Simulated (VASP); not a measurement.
# SiC (F-43m) in VASP: further runs, part 2 of 3

VASP 6.6.1. Earlier steps stand in the parts before.

### 4 Relaxation of cell and atoms, PBE

This run uses another cell than the first one, of 9.15 Å³/atom, 0.886 times its volume.

The input, INCAR:

```
PREC = Accurate
ENCUT = 600
EDIFF = 1E-6
ISMEAR = -1
SIGMA = 0.02
LREAL = False
LASPH = True
NELM = 100
ALGO = Normal
ISIF = 3
LWAVE = False
LCHARG = False
GGA = PE
IBRION = 2
NSW = 80
EDIFFG = -0.005
```

The input, KPOINTS:

```
Automatic mesh
0
Gamma
  10 10 10
```

The input, POSCAR:

```
SiC
1.0
    0.0000000000      2.0917400253      2.0917400253
    2.0917400253      0.0000000000      2.0917400253
    2.0917400253      2.0917400253      0.0000000000
Si C
1 1
Direct
    0.0000000000      0.0000000000      0.0000000000
    0.2500000000      0.2500000000      0.2500000000
```

Potentials or basis: VASP PAW PBE potentials, release 64 (Si, C).

Run with:

```console
$ cat potpaw_PBE.64/Si/POTCAR potpaw_PBE.64/C/POTCAR > POTCAR
$ mpirun -np 1 vasp_std > vasp.out
```

OUTCAR:

```text
PREC = Accurate
   ENCUT = 600
   EDIFF = 1E-6
   ISMEAR = -1
   LREAL = False
   LASPH = True
   NELM = 100
   ISIF = 3
   GGA = PE
   IBRION = 2
   NSW = 80
   EDIFFG = -0.005

 ion  position               nearest neighbor table
   1  0.000  0.000  0.000-   2 1.81   2 1.81   2 1.81   2 1.81
   2  0.250  0.250  0.250-   1 1.81   1 1.81   1 1.81   1 1.81

  LATTYP: Found a face centered cubic cell.
 ALAT       =     4.1834800506

  Lattice vectors:

 A1 = (   0.0000000000,   2.0917400253,   2.0917400253)
 A2 = (   2.0917400253,   0.0000000000,   2.0917400253)
 A3 = (   2.0917400253,   2.0917400253,   0.0000000000)

Analysis of symmetry for initial positions (statically):
=====================================================================
 Subroutine PRICEL returns:
 Original cell was already a primitive cell.

 Routine SETGRP: Setting up the symmetry group for a
 face centered cubic supercell.

 Subroutine GETGRP returns: Found 24 space group operations
 (whereof 24 operations were pure point group operations)
 out of a pool of 48 trial point group operations.

The static configuration has the point symmetry T_d .

Analysis of symmetry for dynamics (positions and initial velocities):
=====================================================================
 Subroutine PRICEL returns:
 Original cell was already a primitive cell.

 Routine SETGRP: Setting up the symmetry group for a
 face centered cubic supercell.

 Subroutine GETGRP returns: Found 24 space group operations
 (whereof 24 operations were pure point group operations)
 out of a pool of 48 trial point group operations.

The dynamic configuration has the point symmetry T_d .

 Subroutine INISYM returns: Found 24 space group operations
 (whereof 24 operations are pure point group operations),
 and found     1 'primitive' translations

----------------------------------------------------------------------------------------

                                     Primitive cell

  volume of cell :      18.3043

  direct lattice vectors                    reciprocal lattice vectors
     0.000000000  2.091740025  2.091740025    -0.239035441  0.239035441  0.239035441
     2.091740025  0.000000000  2.091740025     0.239035441 -0.239035441  0.239035441
     2.091740025  2.091740025  0.000000000     0.239035441  0.239035441 -0.239035441

  length of vectors
     2.958167113  2.958167113  2.958167113     0.414021529  0.414021529  0.414021529

  position of ions in fractional coordinates (direct lattice)
     0.000000000  0.000000000  0.000000000
     0.250000000  0.250000000  0.250000000

  ion indices of the primitive-cell ions
   primitive index   ion index
                 1           1
                 2           2

----------------------------------------------------------------------------------------

 KPOINTS: Automatic mesh

Automatic generation of k-mesh.
[... 55 lines left out ...]
   NGXF,Y,Z  is equivalent  to a cutoff of  26.98, 26.98, 26.98 a.u.
 SYSTEM =  unknown system
   PREC   = accura    normal or accurate (medium, high low for compatibility)
   ISTART =      0    job   : 0-new  1-cont  2-samecut
   ICHARG =      2    charge: 1-file 2-atom 10-const
   ISPIN  =      1    spin polarized calculation?
   LNONCOLLINEAR =      F non collinear calculations
   LSORBIT =      F    spin-orbit coupling
   LASPH  =      T    aspherical Exc in radial PAW
   ENCUT  =  600.0 eV  44.10 Ry    6.64 a.u.   5.91  5.91  5.91*2*pi/ulx,y,z
   NELM   =    100;   NELMIN=  2; NELMDL= -5     # of ELM steps
   EDIFF  = 0.1E-05   stopping-criterion for ELM
   LREAL  =      F    real-space projection
   EDIFFG = -.5E-02   stopping-criterion for IOM
   NSW    =     80    number of steps for IOM
   IBRION =      2    ionic relax: 0-MD 1-quasi-New 2-CG
   NFREE  =      1    steps in history (QN), initial steepest desc. (CG)
   ISIF   =      3    stress and relaxation
   ISYM   =      2    0-nonsym 1-usesym 2-fastsym
   POTIM  = 0.5000    time-step for ionic-motion
   TEBEG  =    0.0;   TEEND  =   0.0 temperature during run
   PSTRESS=    0.0 pullay stress
   NELECT =       8.0000    total number of electrons
   NUPDOWN=      -1.0000    fix difference up-down
   EMIN   =  10.00;   EMAX   =-10.00  energy-range for DOS
   EFERMI =   0.00;   METHOD = LEGACY
   ISMEAR =    -1;   SIGMA  =   0.02  broadening in eV -4-tet -1-fermi 0-gaus
   EFERMI_NEDOS =   21; number of points for ismear=-14 and -15
   IALGO  =     38    algorithm
   IMIX   =      4    mixing-type and parameters
     AMIX     =   0.40;   BMIX     =  1.00
     AMIX_MAG =   1.60;   BMIX_MAG =  1.00
  volume/ion in A,a.u.               =       9.15        61.76
  Fermi-wavevector in a.u.,A,eV,Ry     =   1.242378  2.347754 21.000638  1.543503
  Thomas-Fermi vector in A             =   2.376735
   LORBIT       =      0    0 simple, 1 ext, 2 COOP (PROOUT), +10 PAW based schemes
   GGA     = PE    functional components
   LHFCALC =     F    Hartree Fock is set to
   AEXX    =    0.0000 exact exchange contribution
   IVDW    =     0    specifies the selected vdW correction
   LEPSILON=     F    determine dielectric tensor
   LRPA    =     F    only Hartree local field effects (RPA)
 conjugate gradient relaxation of ions
 non-spin polarized calculation
  energy-cutoff  :      600.00
  volume of cell :       18.30
 maximum number of plane-waves:       620
   NGX = 11   NGY = 11   NGZ = 11

--------------------------------------- Ionic step        1  -------------------------------------------

 number of electron       8.0000000 magnetization

 Free energy of the ion-electron system (eV)
  ---------------------------------------------------
  ext. energy  EPLUGINS =         0.00000000
  ---------------------------------------------------
  free energy    TOTEN  =       -14.77573629 eV

  energy without entropy =      -14.77573629  energy(sigma->0) =      -14.77573629

------------------------ aborting loop because EDIFF is reached ----------------------------------------

  FORCE on cell =-STRESS in cart. coord.  units (eV):
  Direction    XX          YY          ZZ          XY          YZ          ZX
  --------------------------------------------------------------------------------------
  -------------------------------------------------------------------------------------
  Total        4.3248211      4.3248211      4.3248211      0.0000000      0.0000000      0.0000000
  in kB      378.5520577    378.5520577    378.5520577      0.0000000      0.0000000      0.0000000
  external PRESSURE =     378.5520577 kB  Pullay stress =       0.0000000 kB
[... 89 lines left out ...]
  FREE ENERGIE OF THE ION-ELECTRON SYSTEM (eV)
  ---------------------------------------------------
  free  energy   TOTEN  =       -15.0597048351 eV

  energy  without entropy=      -15.0597048351  energy(sigma->0) =      -15.05970484

[... ionic steps 4 to 14 ...]

--------------------------------------- Ionic step       15  -------------------------------------------

 number of electron       8.0000001 magnetization

------------------------ aborting loop because EDIFF is reached ----------------------------------------
[... 67 lines left out ...]
--------------------------------------- Ionic step       17  -------------------------------------------

 number of electron       8.0000001 magnetization

 Free energy of the ion-electron system (eV)
  ---------------------------------------------------
  ext. energy  EPLUGINS =         0.00000000
  ---------------------------------------------------
  free energy    TOTEN  =       -15.05993257 eV

  energy without entropy =      -15.05993257  energy(sigma->0) =      -15.05993257

 E-fermi :   8.3060     XC(G=0): -11.2933

 val. band max:        7.9457873406   @ k =   0.0000   0.0000   0.0000
 cond. band min:       9.3160281557   @ k =   0.5000   0.5000   0.0000
 fundamental gap:      1.3702408150
 Fermi energy:         8.3060402346

 k-point     1 :       0.0000    0.0000    0.0000
  band No.  band energies     occupation
      1      -7.3448      2.00000
      2       7.9458      2.00000
      3       7.9458      2.00000
      4       7.9458      2.00000
      5      14.0107      0.00000
      6      15.1537      0.00000
      7      15.1537      0.00000
      8      15.1537      0.00000
[... 243 lines left out ...]
 k-point    24 :       0.4000    0.3000    0.0000
  band No.  band energies     occupation
      1      -4.2419      2.00000
      2       2.3818      2.00000
      3       4.8235      2.00000
      4       5.3439      2.00000
      5      10.8047      0.00000
      6      13.5105      0.00000
      7      19.4134      0.00000
      8      19.7414      0.00000

 [... further k-points ...]
[... 5 lines left out ...]
  --------------------------------------------------------------------------------------
  -------------------------------------------------------------------------------------
  Total        0.0018502      0.0018502      0.0018502      0.0000000      0.0000000     -0.0000000
  in kB        0.1412060      0.1412060      0.1412060      0.0000000      0.0000000     -0.0000000
  external PRESSURE =       0.1412060 kB  Pullay stress =       0.0000000 kB
[... 17 lines left out ...]
  FREE ENERGIE OF THE ION-ELECTRON SYSTEM (eV)
  ---------------------------------------------------
  free  energy   TOTEN  =       -15.0599325653 eV

  energy  without entropy=      -15.0599325652  energy(sigma->0) =      -15.05993257

 reached required accuracy - stopping structural energy minimisation
```

OSZICAR:

```text
N       E                     dE             d eps       ncg     rms          rms(c)
DAV:   1     0.597596205368E+01    0.59760E+01   -0.46271E+03   800   0.959E+02
DAV:   2    -0.166819235920E+02   -0.22658E+02   -0.20660E+02  1104   0.115E+02
DAV:   3    -0.170011881708E+02   -0.31926E+00   -0.31926E+00   848   0.167E+01
[... 89 lines left out ...]
       N       E                     dE             d eps       ncg     rms          rms(c)
DAV:   1    -0.150599384602E+02   -0.18183E-04   -0.23220E-04   800   0.133E-01    0.165E-02
DAV:   2    -0.150599340817E+02    0.43785E-05   -0.10431E-05   952   0.212E-02    0.796E-03
DAV:   3    -0.150599329143E+02    0.11674E-05   -0.12852E-06   496   0.818E-03    0.226E-03
DAV:   4    -0.150599325653E+02    0.34908E-06   -0.21097E-07   400   0.346E-03
  17 F= -.15059933E+02 E0= -.15059933E+02  d E =-.494427E-04
```

CONTCAR:

```text
SiC
   1.00000000000000
     0.0000000000000000    2.1895021700369042    2.1895021700369042
     2.1895021700369042   -0.0000000000000000    2.1895021700369042
     2.1895021700369042    2.1895021700369042    0.0000000000000000
  Si              C
     1     1
Direct
     0.0000000000000000    0.0000000000000000    0.0000000000000000
     0.2500000000000000    0.2500000000000000    0.2500000000000000

  0.00000000E+00  0.00000000E+00  0.00000000E+00
  0.00000000E+00  0.00000000E+00  0.00000000E+00
```

Run time: 21 s. Hardware: 1 thread of Intel Xeon Platinum 8488C (Sapphire Rapids), shared host; peak memory 0.13 GiB.

Results:

- Free energy: -15.0599 eV
- Relaxed volume: 10.50 Å³/atom
- Relaxed cell: a = 3.096 Å, b = 3.096 Å, c = 3.096 Å, α = 60.00°, β = 60.00°, γ = 60.00°
- Space group after relaxing (to 0.05 Å): F-43m (No. 216)
- Energy gained by relaxing: 142.1 meV/atom
- Ionic steps: 17
- Pressure after relaxing: 0.0 GPa
- Band gap on the k mesh: 1.37 eV, indirect (least direct gap 4.53 eV)

Step by step:
```csv
step,energy change (eV),largest force (eV/Å),pressure (GPa),volume (Å³)
1,0.0000,0.0000,37.86,18.30
2,0.0382,0.0000,-24.69,24.65
3,-0.2840,0.0000,-0.84,21.08
4,-0.2842,0.0000,-0.12,21.01
5,-0.2841,0.0000,0.45,20.95
6,-0.2841,0.0000,0.44,20.95
7,-0.2841,0.0000,0.42,20.95
8,-0.2841,0.0000,0.41,20.95
9,-0.2841,0.0000,0.41,20.95
10,-0.2841,0.0000,0.41,20.95
11,-0.2841,0.0000,0.40,20.95
12,-0.2841,0.0000,0.40,20.95
13,-0.2842,0.0000,0.39,20.96
14,-0.2842,0.0000,0.37,20.96
15,-0.2842,0.0000,0.32,20.96
16,-0.2842,0.0000,0.22,20.97
17,-0.2842,0.0000,0.01,20.99
```

Final structure:
```yaml
crystal:
  lattice:
    - [0.00000, 2.18950, 2.18950]
    - [2.18950, 0.00000, 2.18950]
    - [2.18950, 2.18950, 0.00000]
  atoms:
    - { symbol: Si, position: [0.00000, 0.00000, 0.00000] }
    - { symbol: C, position: [0.25000, 0.25000, 0.25000] }
```

Levels at points of the mesh, in eV from the valence-band top:
```
           k point  band 1  band 2  band 3  band 4  band 5  band 6  band 7  band 8
(0.00, 0.00, 0.00)  -15.29    0.00    0.00    0.00    6.06    7.21    7.21    7.21
(0.50, 0.00, 0.00)  -11.78   -8.46   -1.05   -1.05    5.30    7.17    7.17    9.97
(0.50, 0.50, 0.00)  -10.34   -7.75   -3.16   -3.16    1.37    4.27   13.87   13.87
```

A k mesh can miss the band edges.

(Part 2 of 3 ends here.)
